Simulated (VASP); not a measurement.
# Te (Fd-3m) in VASP: relaxation of cell and atoms with PBE

Aim: the relaxation of cell and atoms of Te with PBE.

All numbers are computed with VASP 6.6.1; they aren't measurements. Logs are shortened: lines on timing, memory, paths and dates and some standing lists are left out, and cuts for length are marked.

## Step 1: The cell of the first run

It takes space group Fd-3m (No. 227, cubic). The conventional cell has a = 6.619 Å, b = 6.619 Å, c = 6.619 Å, α = 90.00°, β = 90.00°, γ = 90.00°. Within 3.8 Å of Te (site symmetry -43m) lie 4 Te at 2.87 Å.

This isn't the form of Te at room conditions, which is trigonal, of chains.

## Step 2: Relaxation of cell and atoms, PBE

Input file INCAR:

```
SYSTEM = Te
PREC = Accurate
ENCUT = 600
EDIFF = 1E-6
ISMEAR = -1
SIGMA = 0.1
LREAL = .False.
LASPH = .True.
NELM = 100
ALGO = Normal
ISIF = 3
LWAVE = .False.
LCHARG = .False.
GGA = PE
IBRION = 2
NSW = 60
EDIFFG = -0.005
```

Input file KPOINTS:

```
Automatic mesh
0
Gamma
  10 10 10
  0 0 0
```

Input file POSCAR:

```
Te
1.0
    0.0000000000      3.3095529740      3.3095529740
    3.3095529740      0.0000000000      3.3095529740
    3.3095529740      3.3095529740      0.0000000000
Te
2
Direct
   -0.1250000000     -0.1250000000     -0.1250000000
    0.1250000000      0.1250000000      0.1250000000
```

Potentials or basis: VASP PAW PBE potentials, release 64 (Te).

Started as:

```bash
cat potpaw_PBE.64/Te/POTCAR > POTCAR
mpirun -np 1 vasp_std > vasp.out
```

OUTCAR:

```text
SYSTEM = Te
   PREC = Accurate
   ENCUT = 600
   EDIFF = 1E-6
   ISMEAR = -1
   LREAL = .False.
   LASPH = .True.
   NELM = 100
   ISIF = 3
   GGA = PE
   IBRION = 2
   NSW = 60
   EDIFFG = -0.005

 ion  position               nearest neighbor table
   1  0.875  0.875  0.875-   2 2.87   2 2.87   2 2.87   2 2.87
   2  0.125  0.125  0.125-   1 2.87   1 2.87   1 2.87   1 2.87

  LATTYP: Found a face centered cubic cell.
 ALAT       =     6.6191059480

  Lattice vectors:

 A1 = (   0.0000000000,   3.3095529740,   3.3095529740)
 A2 = (   3.3095529740,   0.0000000000,   3.3095529740)
 A3 = (   3.3095529740,   3.3095529740,   0.0000000000)

Analysis of symmetry for initial positions (statically):
=====================================================================
 Subroutine PRICEL returns:
 Original cell was already a primitive cell.

 Routine SETGRP: Setting up the symmetry group for a
 face centered cubic supercell.

 Subroutine GETGRP returns: Found 48 space group operations
 (whereof 12 operations were pure point group operations)
 out of a pool of 48 trial point group operations.

The static configuration has the point symmetry D_3d.
 The point group associated with its full space group is O_h .

Analysis of symmetry for dynamics (positions and initial velocities):
=====================================================================
 Subroutine PRICEL returns:
 Original cell was already a primitive cell.

 Routine SETGRP: Setting up the symmetry group for a
 face centered cubic supercell.

 Subroutine GETGRP returns: Found 48 space group operations
 (whereof 12 operations were pure point group operations)
 out of a pool of 48 trial point group operations.

The dynamic configuration has the point symmetry D_3d.
 The point group associated with its full space group is O_h .

 Subroutine INISYM returns: Found 48 space group operations
 (whereof 12 operations are pure point group operations),
 and found     1 'primitive' translations

----------------------------------------------------------------------------------------

                                     Primitive cell

  volume of cell :      72.5000

  direct lattice vectors                    reciprocal lattice vectors
     0.000000000  3.309552974  3.309552974    -0.151077805  0.151077805  0.151077805
     3.309552974  0.000000000  3.309552974     0.151077805 -0.151077805  0.151077805
     3.309552974  3.309552974  0.000000000     0.151077805  0.151077805 -0.151077805

  length of vectors
     4.680414701  4.680414701  4.680414701     0.261674435  0.261674435  0.261674435

  position of ions in fractional coordinates (direct lattice)
     0.875000000  0.875000000  0.875000000
     0.125000000  0.125000000  0.125000000

  ion indices of the primitive-cell ions
   primitive index   ion index
                 1           1
                 2           2

----------------------------------------------------------------------------------------

 KPOINTS: Automatic mesh

Automatic generation of k-mesh.
 Grid dimensions read from file:
 generate k-points for:   10   10   10

 Generating k-lattice:

  Cartesian coordinates                     Fractional coordinates (reciprocal lattice)
    -0.015107781  0.015107781  0.015107781     0.100000000  0.000000000  0.000000000
     0.015107781 -0.015107781  0.015107781     0.000000000  0.100000000  0.000000000
     0.015107781  0.015107781 -0.015107781     0.000000000  0.000000000  0.100000000

  Length of vectors
     0.026167443  0.026167443  0.026167443

  Shift w.r.t. Gamma in fractional coordinates (k-lattice)
     0.000000000  0.000000000  0.000000000

 Subroutine IBZKPT returns following result:
 ===========================================

 Found     47 irreducible k-points:

 Following reciprocal coordinates:
            Coordinates               Weight
  0.000000  0.000000  0.000000      1.000000
  0.100000  0.000000  0.000000      8.000000
  0.200000  0.000000  0.000000      8.000000
  0.300000  0.000000  0.000000      8.000000
  0.400000  0.000000  0.000000      8.000000
  0.500000  0.000000  0.000000      4.000000
[... 16 lines left out ...]
  0.300000  0.300000  0.000000      6.000000
  0.400000  0.300000  0.000000     24.000000
 [... further k-points ...]
   k-points           NKPTS =     47   k-points in BZ     NKDIM =     47   number of bands    NBANDS=     10
   number of dos      NEDOS =    301   number of ions     NIONS =      2
   total plane-waves  NPLWV =  64000
   dimension x,y,z NGX =    40 NGY =   40 NGZ =   40
   dimension x,y,z NGXF=    80 NGYF=   80 NGZF=   80
   ions per type =               2
   NGX,Y,Z   is equivalent  to a cutoff of  14.21, 14.21, 14.21 a.u.
   NGXF,Y,Z  is equivalent  to a cutoff of  28.42, 28.42, 28.42 a.u.
 SYSTEM =  Te
   PREC   = accura    normal or accurate (medium, high low for compatibility)
   ISTART =      0    job   : 0-new  1-cont  2-samecut
   ICHARG =      2    charge: 1-file 2-atom 10-const
   ISPIN  =      1    spin polarized calculation?
   LNONCOLLINEAR =      F non collinear calculations
   LSORBIT =      F    spin-orbit coupling
   LASPH  =      T    aspherical Exc in radial PAW
   ENCUT  =  600.0 eV  44.10 Ry    6.64 a.u.   9.35  9.35  9.35*2*pi/ulx,y,z
   NELM   =    100;   NELMIN=  2; NELMDL= -5     # of ELM steps
   EDIFF  = 0.1E-05   stopping-criterion for ELM
   LREAL  =      F    real-space projection
   EDIFFG = -.5E-02   stopping-criterion for IOM
   NSW    =     60    number of steps for IOM
   IBRION =      2    ionic relax: 0-MD 1-quasi-New 2-CG
   NFREE  =      1    steps in history (QN), initial steepest desc. (CG)
   ISIF   =      3    stress and relaxation
   ISYM   =      2    0-nonsym 1-usesym 2-fastsym
   POTIM  = 0.5000    time-step for ionic-motion
   TEBEG  =    0.0;   TEEND  =   0.0 temperature during run
   PSTRESS=    0.0 pullay stress
   NELECT =      12.0000    total number of electrons
   NUPDOWN=      -1.0000    fix difference up-down
   EMIN   =  10.00;   EMAX   =-10.00  energy-range for DOS
   EFERMI =   0.00;   METHOD = LEGACY
   ISMEAR =    -1;   SIGMA  =   0.10  broadening in eV -4-tet -1-fermi 0-gaus
   EFERMI_NEDOS =   21; number of points for ismear=-14 and -15
   IALGO  =     38    algorithm
   IMIX   =      4    mixing-type and parameters
     AMIX     =   0.40;   BMIX     =  1.00
     AMIX_MAG =   1.60;   BMIX_MAG =  1.00
  volume/ion in A,a.u.               =      36.25       244.63
  Fermi-wavevector in a.u.,A,eV,Ry     =   0.898854  1.698588 10.992675  0.807939
  Thomas-Fermi vector in A             =   2.021615
   LORBIT       =      0    0 simple, 1 ext, 2 COOP (PROOUT), +10 PAW based schemes
   GGA     = PE    functional components
   LHFCALC =     F    Hartree Fock is set to
   AEXX    =    0.0000 exact exchange contribution
   IVDW    =     0    specifies the selected vdW correction
   LEPSILON=     F    determine dielectric tensor
   LRPA    =     F    only Hartree local field effects (RPA)
 conjugate gradient relaxation of ions
 non-spin polarized calculation
  energy-cutoff  :      600.00
  volume of cell :       72.50
 maximum number of plane-waves:      2452
 NGX is ok and might be reduce to    40
   NGX = 19   NGY = 19   NGZ = 19

--------------------------------------- Ionic step        1  -------------------------------------------

 number of electron      12.0000001 magnetization

 Free energy of the ion-electron system (eV)
  ---------------------------------------------------
  ext. energy  EPLUGINS =         0.00000000
  ---------------------------------------------------
  free energy    TOTEN  =        -4.91696423 eV

  energy without entropy =       -4.85331523  energy(sigma->0) =       -4.88513973

------------------------ aborting loop because EDIFF is reached ----------------------------------------

  FORCE on cell =-STRESS in cart. coord.  units (eV):
  Direction    XX          YY          ZZ          XY          YZ          ZX
  --------------------------------------------------------------------------------------
  -------------------------------------------------------------------------------------
  Total        5.0365187      5.0365187      5.0365187      0.0000000     -0.0000000     -0.0000000
  in kB      111.3020154    111.3020154    111.3020154      0.0000000     -0.0000000     -0.0000000
  external PRESSURE =     111.3020154 kB  Pullay stress =       0.0000000 kB
[... 129 lines left out ...]
  energy  without entropy=       -5.4155493004  energy(sigma->0) =       -5.44848399

--------------------------------------- Ionic step        5  -------------------------------------------

 number of electron      12.0000000 magnetization

 Free energy of the ion-electron system (eV)
  ---------------------------------------------------
  ext. energy  EPLUGINS =         0.00000000
  ---------------------------------------------------
  free energy    TOTEN  =        -5.48142788 eV

  energy without entropy =       -5.41558311  energy(sigma->0) =       -5.44850550

 E-fermi :   3.2411     XC(G=0):  -7.5442

 val. band max:        3.2104272714   @ k =   0.2000   0.1000   0.0000
 cond. band min:       3.2416418561   @ k =   0.3000   0.0000   0.0000
 fundamental gap:      0.0312145847
 Fermi energy:         3.2410596197

 k-point     1 :       0.0000    0.0000    0.0000
  band No.  band energies     occupation
      1      -9.6565      2.00000
      2      -5.4574      2.00000
      3       0.2867      2.00000
      4       0.2867      2.00000
      5       0.2867      2.00000
      6       2.5813      1.99728
      7       2.5813      1.99728
      8       2.5813      1.99728
      9       6.9531      0.00000
     10       9.2103      0.00000
[... 287 lines left out ...]
 k-point    24 :       0.4000    0.3000    0.0000
  band No.  band energies     occupation
      1      -8.7956      2.00000
      2      -7.0805      2.00000
      3      -0.8156      2.00000
      4      -0.7152      2.00000
      5       1.4166      2.00000
      6       1.9894      1.99999
      7       4.5137      0.00001
      8       4.5491      0.00000
      9       7.6085      0.00000
     10       9.1825      0.00000

 [... further k-points ...]

------------------------ aborting loop because EDIFF is reached ----------------------------------------

  FORCE on cell =-STRESS in cart. coord.  units (eV):
  Direction    XX          YY          ZZ          XY          YZ          ZX
  --------------------------------------------------------------------------------------
  -------------------------------------------------------------------------------------
  Total       -0.0008390     -0.0008390     -0.0008390      0.0000000     -0.0000000     -0.0000000
  in kB       -0.0145027     -0.0145027     -0.0145027      0.0000000     -0.0000000     -0.0000000
  external PRESSURE =      -0.0145027 kB  Pullay stress =       0.0000000 kB
[... 17 lines left out ...]
  FREE ENERGIE OF THE ION-ELECTRON SYSTEM (eV)
  ---------------------------------------------------
  free  energy   TOTEN  =        -5.4814278787 eV

  energy  without entropy=       -5.4155831133  energy(sigma->0) =       -5.44850550

 reached required accuracy - stopping structural energy minimisation
```

It took 4.4 min on 1 thread of Intel Xeon 8259CL, shared host; peak memory 0.27 GiB.

What came out:

```
Free energy                           : -5.4814 eV
Relaxed volume                        : 46.35 Å³/atom
Relaxed cell                          : a = 5.080 Å, b = 5.080 Å, c = 5.080 Å, α = 60.00°, β = 60.00°, γ = 60.00°
Space group after relaxing (to 0.1 Å) : Fd-3m (No. 227)
Energy gained by relaxing             : 282.2 meV/atom
Ionic steps                           : 5
Pressure after relaxing               : 0.0 GPa
Band gap on the k mesh                : zero (bands 6 and 7 overlap by 0.92 eV)
```

The path:
```tsv
step	energy change (eV)	largest force (eV/Å)	pressure (GPa)	volume (Å³)
1	0.0000	0.0000	11.13	72.50
2	-0.4957	0.0000	-2.10	102.26
3	-0.5644	0.0000	0.10	92.36
4	-0.5645	0.0000	-0.03	92.79
5	-0.5645	0.0000	0.00	92.69
```

Final structure:
```
CELL_PARAMETERS angstrom
0.00000 3.59202 3.59202
3.59202 0.00000 3.59202
3.59202 3.59202 0.00000
ATOMIC_POSITIONS crystal
Te 0.87500 0.87500 0.87500
Te 0.12500 0.12500 0.12500
```

Caveat: the volume moved by over 15 % at a fixed basis, so the end points are rough; spin-orbit coupling is left out, which moves the levels of the heavy elements.

The gap in the log of VASP goes by the Fermi energy; the results here count the filled bands.